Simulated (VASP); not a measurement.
# PbS (Fm-3m) in VASP: vibrations by perturbation theory with PBE

Aim: the vibrations by perturbation theory of PbS with PBE.

Everything below comes from runs of VASP 6.6.1. Logs are shortened: lines on timing, memory, paths and dates and some standing lists are left out, and cuts for length are marked.

## (1) The cell of the first run

The structure is cubic, space group Fm-3m (No. 225). The conventional cell has a = 5.931 Å, b = 5.931 Å, c = 5.931 Å, α = 90.00°, β = 90.00°, γ = 90.00°. Within 3.9 Å of Pb (site symmetry m-3m) lie 6 S at 2.97 Å. S (site symmetry m-3m) has 6 Pb at 2.97 Å within 3.9 Å.

## (2) Vibrations by perturbation theory, PBE

The input, INCAR:

```
SYSTEM = PbS
PREC     = Accurate       ! precision mode
ENCUT    = 500            ! plane-wave cutoff, eV
EDIFF    = 1E-8           ! SCF threshold, eV
ISMEAR   = 0              ! smearing method
SIGMA    = 0.01           ! smearing width, eV
LREAL    = .False.        ! projectors in reciprocal space
LASPH    = .True.         ! aspherical terms in the spheres
NELM     = 120            ! most SCF steps
ALGO     = Normal         ! electronic algorithm
ISIF     = 2              ! what is computed and relaxed
LWAVE    = .False.        ! write WAVECAR
LCHARG   = .False.        ! write CHGCAR
GGA      = PE             ! functional
IBRION   = 8              ! ionic algorithm
NSW      = 1              ! ionic steps
GGA_COMPAT= .False.
```

The input, KPOINTS:

```
Automatic mesh
0
Gamma
  3 3 3
  0 0 0
```

The input, POSCAR:

```
PbS
1.0
    0.0000000000      2.9657500000      2.9657500000
    2.9657500000      0.0000000000      2.9657500000
    2.9657500000      2.9657500000      0.0000000000
Pb S
1 1
Direct
    0.0000000000      0.0000000000      0.0000000000
    0.5000000000      0.5000000000      0.5000000000
```

Potentials or basis: VASP PAW PBE potentials, release 64 (Pb_d, S).

Launch:

```bash
cat potpaw_PBE.64/Pb_d/POTCAR potpaw_PBE.64/S/POTCAR > POTCAR
mpirun -np 1 vasp_std > vasp.out
```

OUTCAR:

```text
SYSTEM = PbS
   PREC = Accurate
   ENCUT = 500
   EDIFF = 1E-8
   ISMEAR = 0
   LREAL = .False.
   LASPH = .True.
   NELM = 120
   ISIF = 2
   GGA = PE
   IBRION = 8
   NSW = 1

 ion  position               nearest neighbor table
   1  0.000  0.000  0.000-   2 2.97   2 2.97   2 2.97   2 2.97   2 2.97   2 2.97
   2  0.500  0.500  0.500-   1 2.97   1 2.97   1 2.97   1 2.97   1 2.97   1 2.97

  LATTYP: Found a face centered cubic cell.
 ALAT       =     5.9315000000

  Lattice vectors:

 A1 = (   0.0000000000,   2.9657500000,   2.9657500000)
 A2 = (   2.9657500000,   0.0000000000,   2.9657500000)
 A3 = (   2.9657500000,   2.9657500000,   0.0000000000)

Analysis of symmetry for initial positions (statically):
=====================================================================
 Subroutine PRICEL returns:
 Original cell was already a primitive cell.

 Routine SETGRP: Setting up the symmetry group for a
 face centered cubic supercell.

 Subroutine GETGRP returns: Found 48 space group operations
 (whereof 48 operations were pure point group operations)
 out of a pool of 48 trial point group operations.

The static configuration has the point symmetry O_h .

Analysis of symmetry for dynamics (positions and initial velocities):
=====================================================================
 Subroutine PRICEL returns:
 Original cell was already a primitive cell.

 Routine SETGRP: Setting up the symmetry group for a
 face centered cubic supercell.

 Subroutine GETGRP returns: Found 48 space group operations
 (whereof 48 operations were pure point group operations)
 out of a pool of 48 trial point group operations.

The dynamic configuration has the point symmetry O_h .

 Subroutine INISYM returns: Found 48 space group operations
 (whereof 48 operations are pure point group operations),
 and found     1 'primitive' translations

----------------------------------------------------------------------------------------

                                     Primitive cell

  volume of cell :      52.1715

  direct lattice vectors                    reciprocal lattice vectors
     0.000000000  2.965750000  2.965750000    -0.168591419  0.168591419  0.168591419
     2.965750000  0.000000000  2.965750000     0.168591419 -0.168591419  0.168591419
     2.965750000  2.965750000  0.000000000     0.168591419  0.168591419 -0.168591419

  length of vectors
     4.194203873  4.194203873  4.194203873     0.292008903  0.292008903  0.292008903

  position of ions in fractional coordinates (direct lattice)
     0.000000000  0.000000000  0.000000000
     0.500000000  0.500000000  0.500000000

  ion indices of the primitive-cell ions
   primitive index   ion index
                 1           1
                 2           2

----------------------------------------------------------------------------------------

 KPOINTS: Automatic mesh

Automatic generation of k-mesh.
 Grid dimensions read from file:
 generate k-points for:    3    3    3

 Generating k-lattice:

  Cartesian coordinates                     Fractional coordinates (reciprocal lattice)
    -0.056197140  0.056197140  0.056197140     0.333333333  0.000000000  0.000000000
     0.056197140 -0.056197140  0.056197140     0.000000000  0.333333333  0.000000000
     0.056197140  0.056197140 -0.056197140     0.000000000  0.000000000  0.333333333

  Length of vectors
     0.097336301  0.097336301  0.097336301

  Shift w.r.t. Gamma in fractional coordinates (k-lattice)
     0.000000000  0.000000000  0.000000000

[... 62 lines left out ...]
  energy-cutoff  :      500.00
  volume of cell :       52.17
 maximum number of plane-waves:      1363
 NGX is ok and might be reduce to    30
   NGX = 15   NGY = 15   NGZ = 15

--------------------------------------- Ionic step        1  -------------------------------------------

 number of electron      19.9999998 magnetization

 Free energy of the ion-electron system (eV)
  ---------------------------------------------------
  ext. energy  EPLUGINS =         0.00000000
  ---------------------------------------------------
  free energy    TOTEN  =        -8.87078554 eV

  energy without entropy =       -8.87078554  energy(sigma->0) =       -8.87078554

 E-fermi :   5.1461     XC(G=0):  -9.7008

 val. band max:        5.0560048516   @ k =   0.3333   0.0000   0.0000
 cond. band min:       7.2730664663   @ k =   0.3333   0.0000   0.0000
 fundamental gap:      2.2170616147
 Fermi energy:         5.1461256580

 k-point     1 :       0.0000    0.0000    0.0000
  band No.  band energies     occupation
      1     -11.0305      2.00000
      2     -11.0305      2.00000
      3     -11.0305      2.00000
      4     -11.0155      2.00000
      5     -11.0155      2.00000
      6      -7.8124      2.00000
      7      -0.2415      2.00000
      8       3.6112      2.00000
      9       3.6112      2.00000
     10       3.6112      2.00000
     11      11.0205      0.00000
     12      11.0205      0.00000
     13      11.0205      0.00000
     14      12.5339      0.00000
[... 39 lines left out ...]
      3     -11.0184      2.00000
      4     -10.9972      2.00000
      5     -10.9837      2.00000
      6      -6.2372      2.00000
      7      -2.4279      2.00000
      8       1.3201      2.00000
      9       3.1906      2.00000
     10       3.8521      2.00000
     11       8.4537      0.00000
     12       9.2150      0.00000
     13      10.5419      0.00000
     14      13.0323      0.00000

------------------------ aborting loop because EDIFF is reached ----------------------------------------

  FORCE on cell =-STRESS in cart. coord.  units (eV):
  Direction    XX          YY          ZZ          XY          YZ          ZX
  --------------------------------------------------------------------------------------
  -------------------------------------------------------------------------------------
  Total        0.3618071      0.3618071      0.3618071      0.0000000      0.0000000      0.0000000
  in kB       11.1110220     11.1110220     11.1110220      0.0000000      0.0000000      0.0000000
  external PRESSURE =      11.1110220 kB  Pullay stress =       0.0000000 kB

 VOLUME and BASIS-vectors are now :
 -----------------------------------------------------------------------------
  energy-cutoff  :      500.00
  volume of cell :       52.17
      direct lattice vectors                 reciprocal lattice vectors
     0.000000000  2.965750000  2.965750000    -0.168591419  0.168591419  0.168591419
     2.965750000  0.000000000  2.965750000     0.168591419 -0.168591419  0.168591419
     2.965750000  2.965750000  0.000000000     0.168591419  0.168591419 -0.168591419

 POSITION                                       TOTAL-FORCE (eV/Angst)
 -----------------------------------------------------------------------------------
      0.00000      0.00000      0.00000        -0.000000     -0.000000     -0.000000
      2.96575      2.96575      2.96575         0.000000      0.000000      0.000000
 -----------------------------------------------------------------------------------
    total drift:                                0.000000     -0.000000     -0.000000

  FREE ENERGIE OF THE ION-ELECTRON SYSTEM (eV)
  ---------------------------------------------------
  free  energy   TOTEN  =        -8.8707855365 eV

  energy  without entropy=       -8.8707855365  energy(sigma->0) =       -8.87078554

[... ionic steps 2 to 3 ...]

--------------------------------------- Ionic step        4  -------------------------------------------

------------------------ aborting loop because EDIFF is reached ----------------------------------------

[... ionic steps 5 to 6 ...]

--------------------------------------- Ionic step        7  -------------------------------------------

 Free energy of the ion-electron system (eV)
  ---------------------------------------------------
  ---------------------------------------------------
  free energy    TOTEN  =        -0.10809943 eV

  energy without entropy =       -0.10809943

------------------------ aborting loop because EDIFF is reached ----------------------------------------

 INTERNAL STRAIN TENSOR  FOR ION    2  DIRECTION 1   (eV/Angst):
 -----------------------------------------------------------------------------
     0.01914 -0.00000  0.00000
     0.00000 -0.02020  0.00000
    -0.00000  0.00000 -0.02020

 INTERNAL STRAIN TENSOR FOR ION    2 for displacements in x,y,z  (eV/Angst):
          X           Y           Z          XY          YZ          ZX
  --------------------------------------------------------------------------------
  x     0.00000     0.00000     0.00000     0.00000     0.00000     0.00000
  y     0.00000     0.00000     0.00000     0.00000     0.00000     0.00000
  z     0.00000     0.00000     0.00000     0.00000     0.00000     0.00000

 SECOND DERIVATIVES (NOT SYMMETRIZED)
 ------------------------------------
               1X          1Y          1Z          2X          2Y          2Z
  1X    -0.262126    0.000000    0.000000    0.262126    0.000000    0.000000
  1Y     0.000000   -0.262126    0.000000    0.000000    0.262126    0.000000
  1Z     0.000000    0.000000   -0.262126    0.000000    0.000000    0.262126
  2X     0.265139    0.000000    0.000000   -0.265139    0.000000    0.000000
  2Y     0.000000    0.265139    0.000000    0.000000   -0.265139    0.000000
  2Z     0.000000    0.000000    0.265139    0.000000    0.000000   -0.265139

 Eigenvectors and eigenvalues of the dynamical matrix
 ----------------------------------------------------

   1 f  =    1.526444 THz     9.590930 2PiTHz   50.916687 cm-1     6.312862 meV
             X         Y         Z           dx          dy          dz
      0.000000  0.000000  0.000000     0.000000    0.000000   -0.364280
      2.965750  2.965750  2.965750     0.000000   -0.000000    0.931289
[... 21 lines left out ...]
   6 f/i=    0.002959 THz     0.018595 2PiTHz    0.098717 cm-1     0.012239 meV
             X         Y         Z           dx          dy          dz
      0.000000  0.000000  0.000000     0.913130    0.182783   -0.009197
      2.965750  2.965750  2.965750     0.357177    0.071497   -0.003597

--------------------------------------------------------------------------------------------------------

 ELASTIC MODULI CONTR FROM IONIC RELAXATION (kBar)
 Direction    XX          YY          ZZ          XY          YZ          ZX
 --------------------------------------------------------------------------------
 XX           0.0000      0.0000      0.0000      0.0000      0.0000      0.0000
 YY           0.0000      0.0000      0.0000      0.0000      0.0000      0.0000
 ZZ           0.0000      0.0000      0.0000      0.0000      0.0000      0.0000
 XY           0.0000      0.0000      0.0000      0.0000      0.0000      0.0000
 YZ           0.0000      0.0000      0.0000      0.0000      0.0000      0.0000
 ZX           0.0000      0.0000      0.0000      0.0000      0.0000      0.0000
 --------------------------------------------------------------------------------
```

It took 64 s on 1 thread of Intel Xeon 8259CL, shared host; peak memory 0.2 GiB.

Results:

```yaml
Highest_phonon_frequency_at_Γ_LO-TO_splitting_left_out: 51 cm⁻¹
```

Phonon frequencies in cm⁻¹ (negative: imaginary):
| q point | frequencies |
| --- | --- |
| (0.000, 0.000, 0.000) | 0 0 0 51 51 51 |

Caveat: the k points lie up to 0.61 Å⁻¹ apart; the cell stands under pressure or tension, which shifts response properties; this odd mesh misses L, so gap, dielectric constants and Born charges aren't listed; spin-orbit coupling is left out, which moves the levels of the heavy elements.
